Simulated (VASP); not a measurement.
# InAs in VASP: notebook

InAs is run at these levels: PBE+D3(BJ); tasks: single point.

All numbers are computed with VASP 6.6.1; they aren't measurements. Logs are shortened: lines on timing, memory, paths and dates and some standing lists are left out, and cuts for length are marked.

## Step 1: The cell of the first run

The cell holds a slab with vacuum, 16 atoms: a = 8.644 Å, b = 8.644 Å, c = 20.411 Å, α = 90.00°, β = 90.00°, γ = 120.00°.

## Step 2: Single point, PBE+D3(BJ)

INCAR

```
SYSTEM = InAs
ALGO = Normal ; DIPOL = 0.5 0.5 0.503
EDIFF = 1E-6 ; ENCUT = 520
GGA = PE ; IDIPOL = 3
ISIF = 2 ; ISMEAR = 0
IVDW = 12 ; LASPH = .TRUE.
LCHARG = .TRUE. ; LDIPOL = .TRUE.
LELF = .TRUE. ; LREAL = Auto
LVACPOTAV = .TRUE. ; LVHAR = .TRUE.
LWAVE = .FALSE. ; NBANDS = 86
NELM = 60 ; PREC = Accurate
SIGMA = 0.1
```

KPOINTS

```
k-points
0
G
  3 3 1
  0 0 0
```

POSCAR

```
InAs
1.0
    8.6438581907      0.0000000000      0.0000000000
   -4.3219290954      7.4858007799      0.0000000000
    0.0000000000      0.0000000000     20.4110504117
As In
8 8
Direct
    0.5000000000      0.0000000000      0.3919445515
    0.5000000000      0.5000000000      0.3919445515
    0.0000000000      0.0000000000      0.3919445515
    0.0000000000      0.5000000000      0.3919445515
    0.6666666667      0.8333333333      0.5751640270
    0.6666666667      0.3333333333      0.5751640270
    0.1666666667      0.8333333333      0.5751640270
    0.1666666667      0.3333333333      0.5751640270
    0.1666666667      0.8333333333      0.4351667309
    0.1666666667      0.3333333333      0.4351667309
    0.6666666667      0.8333333333      0.4351667309
    0.6666666667      0.3333333333      0.4351667309
    0.3333333333      0.6666666667      0.6079052240
    0.3333333333      0.1666666667      0.6079052240
    0.8333333333      0.6666666667      0.6079052240
    0.8333333333      0.1666666667      0.6079052240
```

Potentials or basis: VASP PAW PBE potentials, release 64 (As, In_d).

Run with:

```sh
$ cat potpaw_PBE.64/As/POTCAR potpaw_PBE.64/In_d/POTCAR > POTCAR
$ mpirun -np 1 vasp_std > vasp.out
```

OUTCAR:

```text
SYSTEM = InAs
   EDIFF = 1E-6
   ENCUT = 520
   GGA = PE
   ISIF = 2
   ISMEAR = 0
   IVDW = 12
   LASPH = .TRUE.
   LREAL = Auto
   NELM = 60
   PREC = Accurate
 IVDW          = 12

 ion  position               nearest neighbor table
   1  0.500  0.000  0.392-   9 2.65  12 2.65  11 2.65
   2  0.500  0.500  0.392-  10 2.65  11 2.65  12 2.65
   3  0.000  0.000  0.392-  11 2.65  10 2.65   9 2.65
   4  0.000  0.500  0.392-  12 2.65   9 2.65  10 2.65
   5  0.667  0.833  0.575-  15 2.58  13 2.58  16 2.58  11 2.86
   6  0.667  0.333  0.575-  16 2.58  14 2.58  15 2.58  12 2.86
   7  0.167  0.833  0.575-  13 2.58  15 2.58  14 2.58   9 2.86
   8  0.167  0.333  0.575-  14 2.58  16 2.58  13 2.58  10 2.86
   9  0.167  0.833  0.435-   1 2.65   4 2.65   3 2.65   7 2.86
  10  0.167  0.333  0.435-   2 2.65   3 2.65   4 2.65   8 2.86
  11  0.667  0.833  0.435-   3 2.65   2 2.65   1 2.65   5 2.86
  12  0.667  0.333  0.435-   4 2.65   1 2.65   2 2.65   6 2.86
  13  0.333  0.667  0.608-   7 2.58   5 2.58   8 2.58
  14  0.333  0.167  0.608-   8 2.58   6 2.58   7 2.58
  15  0.833  0.667  0.608-   5 2.58   7 2.58   6 2.58
  16  0.833  0.167  0.608-   6 2.58   8 2.58   5 2.58

  LATTYP: Found a hexagonal cell.
 ALAT       =     8.6438581907
 C/A-ratio  =     2.3613356399

  Lattice vectors:

 A1 = (   8.6438581907,   0.0000000000,   0.0000000000)
 A2 = (  -4.3219290954,   7.4858007799,   0.0000000000)
 A3 = (   0.0000000000,   0.0000000000,  20.4110504117)

Analysis of symmetry for initial positions (statically):
=====================================================================
 Subroutine PRICEL returns following result:

  LATTYP: Found a hexagonal cell.
 ALAT       =     4.3219290954
 C/A-ratio  =     4.7226712797

  Lattice vectors:

 A1 = (   4.3219290954,   0.0000000000,   0.0000000000)
 A2 = (  -2.1609645477,   3.7429003900,   0.0000000000)
 A3 = (   0.0000000000,   0.0000000000,  20.4110504117)

   4 primitive cells build up your supercell.

 Routine SETGRP: Setting up the symmetry group for a
 hexagonal supercell.

 Subroutine GETGRP returns: Found  6 space group operations
 (whereof  6 operations were pure point group operations)
 out of a pool of 24 trial point group operations.

The static configuration has the point symmetry C_3v.

Analysis of symmetry for dynamics (positions and initial velocities):
=====================================================================
 Subroutine PRICEL returns following result:

  LATTYP: Found a hexagonal cell.
 ALAT       =     4.3219290954
 C/A-ratio  =     4.7226712797

  Lattice vectors:

 A1 = (   4.3219290954,   0.0000000000,   0.0000000000)
 A2 = (  -2.1609645477,   3.7429003900,   0.0000000000)
 A3 = (   0.0000000000,   0.0000000000,  20.4110504117)

   4 primitive cells build up your supercell.

 Routine SETGRP: Setting up the symmetry group for a
 hexagonal supercell.

 Subroutine GETGRP returns: Found  6 space group operations
 (whereof  6 operations were pure point group operations)
 out of a pool of 24 trial point group operations.

The dynamic configuration has the point symmetry C_3v.

 Subroutine INISYM returns: Found  6 space group operations
 (whereof  6 operations are pure point group operations),
 and found     4 'primitive' translations

----------------------------------------------------------------------------------------

                                     Primitive cell

  volume of cell :     330.1804

  direct lattice vectors                    reciprocal lattice vectors
     4.321929095  0.000000000  0.000000000     0.231378160  0.133586243  0.000000000
    -2.160964548  3.742900390  0.000000000     0.000000000  0.267172485  0.000000000
     0.000000000  0.000000000 20.411050412     0.000000000  0.000000000  0.048993069

  length of vectors
     4.321929095  4.321929095 20.411050412     0.267172485  0.267172485  0.048993069

  position of ions in fractional coordinates (direct lattice)
     1.000000000  0.000000000  0.391944552
     0.333333333  0.666666667  0.575164027
     0.333333333  0.666666667  0.435166731
     0.666666667  0.333333333  0.607905224

  ion indices of the primitive-cell ions
   primitive index   ion index
                 1           1
                 2           5
                 3          11
                 4          14

----------------------------------------------------------------------------------------

 KPOINTS: k-points

Automatic generation of k-mesh.
 Grid dimensions read from file:
 generate k-points for:    3    3    1

 Generating k-lattice:

  Cartesian coordinates                     Fractional coordinates (reciprocal lattice)
     0.038563027  0.022264374  0.000000000     0.333333333 -0.000000000  0.000000000
     0.000000000  0.044528748  0.000000000     0.000000000  0.333333333  0.000000000
     0.000000000  0.000000000  0.048993069     0.000000000  0.000000000  1.000000000

  Length of vectors
     0.044528748  0.044528748  0.048993069

  Shift w.r.t. Gamma in fractional coordinates (k-lattice)
     0.000000000  0.000000000  0.000000000

 Subroutine IBZKPT returns following result:
 ===========================================

 Found      3 irreducible k-points:

 Following reciprocal coordinates:
            Coordinates               Weight
  0.000000  0.000000  0.000000      1.000000
  0.333333  0.000000  0.000000      6.000000
  0.333333  0.333333  0.000000      2.000000
   k-points           NKPTS =      3   k-points in BZ     NKDIM =      3   number of bands    NBANDS=     86
   number of dos      NEDOS =    301   number of ions     NIONS =     16
   total plane-waves  NPLWV = 655360
   dimension x,y,z NGX =    64 NGY =   64 NGZ =  160
   dimension x,y,z NGXF=   128 NGYF=  128 NGZF=  320
   ions per type =               8   8
   NGX,Y,Z   is equivalent  to a cutoff of  12.31, 12.31, 13.03 a.u.
   NGXF,Y,Z  is equivalent  to a cutoff of  24.62, 24.62, 26.06 a.u.
 SYSTEM =  InAs
   PREC   = accura    normal or accurate (medium, high low for compatibility)
   ISTART =      0    job   : 0-new  1-cont  2-samecut
   ICHARG =      2    charge: 1-file 2-atom 10-const
   ISPIN  =      1    spin polarized calculation?
   LNONCOLLINEAR =      F non collinear calculations
   LSORBIT =      F    spin-orbit coupling
   LASPH  =      T    aspherical Exc in radial PAW
   ENCUT  =  520.0 eV  38.22 Ry    6.18 a.u.  16.07 16.07 37.95*2*pi/ulx,y,z
   NELM   =     60;   NELMIN=  2; NELMDL= -5     # of ELM steps
   EDIFF  = 0.1E-05   stopping-criterion for ELM
   LREAL  =      T    real-space projection
   EDIFFG = 0.1E-04   stopping-criterion for IOM
   NSW    =      0    number of steps for IOM
[... 5 lines left out ...]
   TEBEG  =    0.0;   TEEND  =   0.0 temperature during run
   PSTRESS=    0.0 pullay stress
   NELECT =     144.0000    total number of electrons
   NUPDOWN=      -1.0000    fix difference up-down
   EMIN   =  10.00;   EMAX   =-10.00  energy-range for DOS
   EFERMI =   0.00;   METHOD = LEGACY
   ISMEAR =     0;   SIGMA  =   0.10  broadening in eV -4-tet -1-fermi 0-gaus
   EFERMI_NEDOS =   21; number of points for ismear=-14 and -15
   IALGO  =     38    algorithm
   IMIX   =      4    mixing-type and parameters
     AMIX     =   0.40;   BMIX     =  1.00
     AMIX_MAG =   1.60;   BMIX_MAG =  1.00
  volume/ion in A,a.u.               =      82.55       557.04
  Fermi-wavevector in a.u.,A,eV,Ry     =   0.782093  1.477942  8.322275  0.611670
  Thomas-Fermi vector in A             =   1.885746
   LORBIT       =      0    0 simple, 1 ext, 2 COOP (PROOUT), +10 PAW based schemes
   GGA     = PE    functional components
   LHFCALC =     F    Hartree Fock is set to
   AEXX    =    0.0000 exact exchange contribution
   IVDW    =    12    specifies the selected vdW correction
   LEPSILON=     F    determine dielectric tensor
   LRPA    =     F    only Hartree local field effects (RPA)
 non-spin polarized calculation
 Gauss-broadening in eV      SIGMA  =   0.10
  energy-cutoff  :      520.00
  volume of cell :     1320.72
 maximum number of plane-waves:     35628
   NGX = 33   NGY = 33   NGZ = 75

 number of electron     143.9999992 magnetization

 dipolmoment           0.000000      0.000000     -0.802691 electrons x Angstroem

 Free energy of the ion-electron system (eV)
  ---------------------------------------------------
  ext. energy  EPLUGINS =         0.00000000
  ---------------------------------------------------
  free energy    TOTEN  =       -56.27201432 eV

  energy without entropy =      -56.25922405  energy(sigma->0) =      -56.26561919

 E-fermi :  -1.1864     XC(G=0):  -3.7502

 val. band max:       -1.1867308186   @ k =   0.0000   0.0000   0.0000
 cond. band min:      -0.9448178097   @ k =   0.3333   0.3333   0.0000
 fundamental gap:      0.2419130089
 Fermi energy:        -1.1863684872

 k-point     1 :       0.0000    0.0000    0.0000
  band No.  band energies     occupation
      1     -16.6960      2.00000
      2     -16.6960      2.00000
      3     -16.6960      2.00000
      4     -16.6674      2.00000
      5     -16.5612      2.00000
      6     -16.5612      2.00000
[... 76 lines left out ...]
     83       0.9365      0.00000
     84       0.9365      0.00000

 k-point     2 :       0.3333    0.0000    0.0000
  band No.  band energies     occupation
      1     -16.6879      2.00000
      2     -16.6879      2.00000
      3     -16.6836      2.00000
      4     -16.6681      2.00000
      5     -16.5664      2.00000
      6     -16.5658      2.00000
[... 76 lines left out ...]
     83       1.5853      0.00000
     84       1.5853      0.00000

 k-point     3 :       0.3333    0.3333    0.0000
  band No.  band energies     occupation
      1     -16.6859      2.00000
      2     -16.6753      2.00000
      3     -16.6753      2.00000
      4     -16.6753      2.00000
      5     -16.5692      2.00000
      6     -16.5692      2.00000
[... 76 lines left out ...]
     83       1.7463      0.00000
     84       2.0902      0.00000
 [bands above 84 left out]

------------------------ aborting loop because EDIFF is reached ----------------------------------------

 Edisp (eV)   -3.33417

 E8    (eV) :    -1.6095

  FORCE on cell =-STRESS in cart. coord.  units (eV):
  Direction    XX          YY          ZZ          XY          YZ          ZX
  --------------------------------------------------------------------------------------
  -------------------------------------------------------------------------------------
  Total       2.17085     2.17085    -1.14284    -0.00000     0.00000    -0.00000
  in kB       2.63347     2.63347    -1.38639    -0.00000     0.00000    -0.00000
  external pressure =        1.29 kB  Pullay stress =        0.00 kB

 VOLUME and BASIS-vectors are now :
 -----------------------------------------------------------------------------
  energy-cutoff  :      520.00
  volume of cell :     1320.72
      direct lattice vectors                 reciprocal lattice vectors
     8.643858191  0.000000000  0.000000000     0.115689080  0.066793121  0.000000000
    -4.321929095  7.485800780  0.000000000     0.000000000  0.133586243  0.000000000
     0.000000000  0.000000000 20.411050412     0.000000000  0.000000000  0.048993069

 POSITION                                       TOTAL-FORCE (eV/Angst)
 -----------------------------------------------------------------------------------
      4.32193      0.00000      8.00000         0.000000      0.000000      0.289655
      2.16096      3.74290      8.00000         0.000000     -0.000000      0.289655
      0.00000      0.00000      8.00000         0.000000     -0.000000      0.289655
     -2.16096      3.74290      8.00000        -0.000000      0.000000      0.289655
      2.16096      6.23817     11.73970         0.000000      0.000000     -0.013291
      4.32193      2.49527     11.73970         0.000000      0.000000     -0.013291
[... 8 lines left out ...]
      4.32193      4.99053     12.40798        -0.000000     -0.000000      0.010019
      6.48289      1.24763     12.40798        -0.000000     -0.000000      0.010019
 -----------------------------------------------------------------------------------
    total drift:                                0.000001     -0.000001     -0.006165

  FREE ENERGIE OF THE ION-ELECTRON SYSTEM (eV)
  ---------------------------------------------------
  free  energy   TOTEN  =       -59.6061857766 eV

  energy  without entropy=      -59.5933955039  energy(sigma->0) =      -59.59979064

 vacuum level on the upper side and lower side of the slab         1.901         4.145
```

Wall time 16 min (1 thread of AMD EPYC 9R45 (Zen 5), shared host); peak memory 1.2 GiB.

What came out:

```
Free energy                : -59.6062 eV
Largest force              : 0.290 eV/Å
Band gap on the k mesh     : zero (filled and empty bands touch)
Dispersion energy per atom : -0.208 eV
```

Forces on the atoms (eV/Å):
```
As   0.000  0.000  0.290
As   0.000  0.000  0.290
As   0.000  0.000  0.290
As   0.000  0.000  0.290
As   0.000  0.000 -0.013
As   0.000  0.000 -0.013
As   0.000  0.000 -0.013
As   0.000  0.000 -0.013
In   0.000  0.000 -0.286
In   0.000  0.000 -0.286
In   0.000  0.000 -0.286
In   0.000  0.000 -0.286
In   0.000  0.000  0.010
In   0.000  0.000  0.010
In   0.000  0.000  0.010
In   0.000  0.000  0.010
```

Caveat: spin-orbit coupling is left out, which moves the levels of the heavy elements.

## Step 3: Single point, PBE+D3(BJ)

This run uses another cell than the first one.

INCAR

```
SYSTEM = InAs
ALGO = Normal
DIPOL = 0.5 0.5 0.384
EDIFF = 1E-7
ENCUT = 520
GGA = PE
IDIPOL = 3
ISIF = 2
ISMEAR = 0
IVDW = 12
LASPH = .True.
LCHARG = .False.
LDIPOL = .True.
LREAL = Auto
LWAVE = .False.
NBANDS = 86
NELM = 60
PREC = Accurate
SIGMA = 0.1
```

KPOINTS

```
k-points
0
Gamma
  3 3 1
  0 0 0
```

POSCAR

```
InAs
1.0
    8.6438581907      0.0000000000      0.0000000000
   -4.3219290954      7.4858007799      0.0000000000
    0.0000000000      0.0000000000     26.6229504117
As In
8 8
Direct
    0.5000000000      0.0000000000      0.3004926154
    0.5000000000      0.5000000000      0.3004926154
    0.0000000000      0.0000000000      0.3004926154
    0.0000000000      0.5000000000      0.3004926154
    0.6349938863      0.8181182030      0.4383310210
    0.6688921602      0.3352024745      0.4408569459
    0.1829717292      0.8199400726      0.4390911258
    0.1823203264      0.3650463553      0.4386333202
    0.1666666667      0.8333333333      0.3336298173
    0.1666666667      0.3333333333      0.3336298173
    0.6666666667      0.8333333333      0.3336298173
    0.6666666667      0.3333333333      0.3336298173
    0.3333417463      0.6670064724      0.4984584159
    0.3214787358      0.1622576046      0.4515449577
    0.8410568997      0.6831087947      0.4517211875
    0.8409334492      0.1592837246      0.4525194357
```

Potentials or basis: VASP PAW PBE potentials, release 64 (As, In_d).

Run with:

```sh
$ cat potpaw_PBE.64/As/POTCAR potpaw_PBE.64/In_d/POTCAR > POTCAR
$ mpirun -np 1 vasp_std > vasp.out
```

Wall time 48 min (1 thread of AMD EPYC 9R45 (Zen 5), shared host); peak memory 1.6 GiB.

It converged, with:

```
Free energy                : -59.6785 eV
Largest force              : 0.195 eV/Å
Band gap on the k mesh     : zero (bands 72 and 73 overlap by 0.16 eV)
Dispersion energy per atom : -0.210 eV
```

Forces in eV/Å, atoms in the order of the input:
```
As  -0.003  0.047  0.059
As   0.039 -0.025  0.063
As  -0.002  0.000  0.170
As  -0.040 -0.020  0.055
As  -0.017  0.015  0.046
As   0.012 -0.011 -0.011
As   0.000 -0.001 -0.013
As  -0.012 -0.001  0.020
In   0.113 -0.069 -0.099
In  -0.008  0.123 -0.130
In  -0.108 -0.056 -0.152
In   0.006  0.000  0.010
In  -0.004  0.012 -0.017
In  -0.001 -0.028  0.016
In   0.027  0.008  0.003
In  -0.004  0.006 -0.018
```

Levels at points of the mesh, in eV from the Fermi level:
```tsv
k point	band 70	band 71	band 72	band 73	band 74	band 75
(0.00, 0.00, 0.00)	-0.56	0.03	0.19	0.20	0.33	1.18
```

Caveat: spin-orbit coupling is left out, which moves the levels of the heavy elements.

## Step 4: Single point, PBE+D3(BJ)

This run uses another cell than the first one.

INCAR

```
ALGO = Normal
DIPOL = 0.5 0.5 0.456
EDIFF = 1E-6
ENCUT = 400
GGA = PE
GGA_COMPAT = False
IDIPOL = 3
ISIF = 2
ISMEAR = 0
IVDW = 12
LASPH = True
LCHARG = False
LDIPOL = True
LREAL = False
LWAVE = False
NBANDS = 86
NELM = 120
NELMDL = -8
PREC = Accurate
SIGMA = 0.1
```

KPOINTS

```
k-points
0
Gamma
  3 3 1
```

POSCAR

```
InAs
1.0
    8.6438581907      0.0000000000      0.0000000000
   -4.3219290954      7.4858007799      0.0000000000
    0.0000000000      0.0000000000     22.4110504117
As In
8 8
Direct
    0.5000000000      0.0000000000      0.3569667576
    0.5000000000      0.5000000000      0.3569667576
    0.0000000000      0.0000000000      0.3569667576
    0.0000000000      0.5000000000      0.3569667576
    0.6656587422      0.8337070589      0.5233759544
    0.6370047100      0.3204442167      0.5216312114
    0.1824762150      0.8661854481      0.5217538522
    0.1810614742      0.3181308015      0.5213788077
    0.1666666667      0.8333333333      0.3963317167
    0.1666666667      0.3333333333      0.3963317167
    0.6666666667      0.8333333333      0.3963317167
    0.6666666667      0.3333333333      0.3963317167
    0.3174813620      0.6596197852      0.5359518688
    0.3345487809      0.1696835736      0.5920426808
    0.8410273294      0.6619670390      0.5374050460
    0.8395297964      0.1811573531      0.5368128894
```

Run with:

```sh
$ cat potpaw_PBE.64/As/POTCAR potpaw_PBE.64/In_d/POTCAR > POTCAR
$ mpirun -np 1 vasp_std > vasp.out
```

It took 25 min on 1 thread of Intel Xeon Platinum 8488C (Sapphire Rapids), shared host; peak memory 1 GiB.

It converged, with:

| Property | Result |
| --- | --- |
| Free energy | -59.6688 eV |
| Largest force | 0.183 eV/Å |
| Band gap on the k mesh | zero (bands 72 and 73 overlap by 0.15 eV) |
| Dispersion energy per atom | -0.210 eV |

Forces on the atoms (eV/Å):
```
As   0.038 -0.020  0.058
As  -0.001  0.046  0.054
As  -0.039 -0.022  0.054
As   0.002  0.003  0.170
As  -0.008  0.003 -0.002
As  -0.011 -0.006 -0.019
As  -0.005  0.008 -0.027
As   0.009 -0.009 -0.014
In  -0.006  0.131 -0.102
In   0.115 -0.069 -0.124
In   0.003  0.000 -0.010
In  -0.115 -0.063 -0.105
In   0.007  0.019  0.040
In   0.007 -0.014  0.008
In   0.010 -0.009  0.003
In  -0.006  0.002  0.017
```

Levels at points of the mesh, in eV from the Fermi level:
```
           k point  band 68  band 69  band 70  band 71  band 72  band 73  band 74  band 75  band 76  band 77
(0.00, 0.00, 0.00)    -0.77    -0.57    -0.56     0.02     0.19     0.19     0.32     1.16     1.18     1.23
```

Caveat: spin-orbit coupling is left out, which moves the levels of the heavy elements.

## Step 5: The runs side by side

| cell | cutoff (eV) | gap on the mesh (eV) | largest force (eV/Å) |
| --- | --- | --- | --- |
| a = 8.644, b = 8.644, c = 20.411 Å, angles 90.0, 90.0, 120.0°, 16 atoms, atomic positions A | 520 | none | 0.29 |
| a = 8.644, b = 8.644, c = 26.623 Å, angles 90.0, 90.0, 120.0°, 16 atoms, atomic positions B | 520 | none | 0.20 |
| a = 8.644, b = 8.644, c = 22.411 Å, angles 90.0, 90.0, 120.0°, 16 atoms, atomic positions C | 400 | none | 0.18 |

Alike in all rows: task single point; level PBE+D3(BJ); potentials or basis VASP PAW PBE potentials, release 64 (As, In_d); no spin polarisation; k mesh 3 × 3 × 1; smearing gaussian 0.1 eV.

Caveats: spin-orbit coupling is left out, which moves the levels of the heavy elements.

Absolute energies hang on the potentials; compare differences alone.

The gap in the log of VASP goes by the Fermi energy; the results here count the filled bands.